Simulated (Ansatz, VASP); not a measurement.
**SnMo: VASP beside Ansatz**

The input POSCAR:

```
SnMo
1.0
    3.5101841147      0.0000000000      0.0000000000
   -1.7550920574      3.0399086153      0.0000000000
    0.0000000000      0.0000000000      3.4236531440
Sn Mo
1 1
Direct
    0.0000000000      0.0000000000      0.0000000000
    0.6666666667      0.3333333333      0.5000000000
```

File INCAR.step1:

```
PREC = Accurate
ENCUT = 600
ISMEAR = 0
SIGMA = 0.1
LREAL = False
LASPH = True
NELM = 60
GGA = PE
ALGO = Normal
EDIFF = 1E-4
LWAVE = True
LCHARG = False
```

File INCAR.step2:

```
PREC = Accurate
ENCUT = 600
EDIFF = 1E-6
ISMEAR = 0
SIGMA = 0.1
LREAL = False
LASPH = True
NELM = 60
ALGO = Normal
ISIF = 3
LWAVE = False
LCHARG = False
METAGGA = R2SCAN
LMIXTAU = True
IBRION = 2
NSW = 90
EDIFFG = -0.04
ISTART = 1
```

KPOINTS

```
Automatic mesh
0
Gamma
  6 6 6
```

Input for Ansatz:

```yaml
crystal:
  lattice:
    - [3.5101841147, 0.0, 0.0]
    - [-1.7550920574, 3.0399086153, 0.0]
    - [0.0, 0.0, 3.423653144]
  atoms:
    - { symbol: Sn, position: [0.0, 0.0, 0.0] }
    - { symbol: Mo, position: [0.6666666667, 0.3333333333, 0.5] }
basis:
  ecutwfc: 500
kpoints:
  mp_grid: { grid: [6, 6, 6] }
hamiltonian:
  xc: r2scan
scf:
  occupations: { method: gaussian, width: 0.1 }
  lower_state_search: "off"
output:
  forces: true
  stress: true
  eigenvalues: true
relax:
  adjacent_minimum: "off"
  f_tol: 0.04
  max_steps: 70
  cell: { stress_tol: 0.4 }
```

Alike in both runs: task relaxation of cell and atoms; functional r2SCAN; k mesh 6 × 6 × 6; occupations gaussian, width 0.1 eV; no spin polarisation.

|  | VASP | Ansatz |
| --- | --- | --- |
| version | VASP 6.6.1 | Ansatz 0.2.0 |
| potentials or method | VASP PAW PBE potentials, release 64 (Sn_d, Mo_sv), cutoff 600 eV | scalar-relativistic, plane waves, PAW |
| valence electrons in the cell | 28 | 28 |

|  | VASP | Ansatz | Ansatz less VASP |
| --- | --- | --- | --- |
| gap on the k mesh at the Fermi level, each at its own relaxed structure (eV) | none | none | - |
| relaxed volume (Å³/atom) | 18.80 | 18.73 | -0.069 |
| relaxed cell length with the largest relative difference (Å) | 3.234 | 3.228 | -0.0058 |

VASP's potentials were made for PBE, not for r2SCAN. A gap of «none» marks a metal or a gap that the smearing closes.
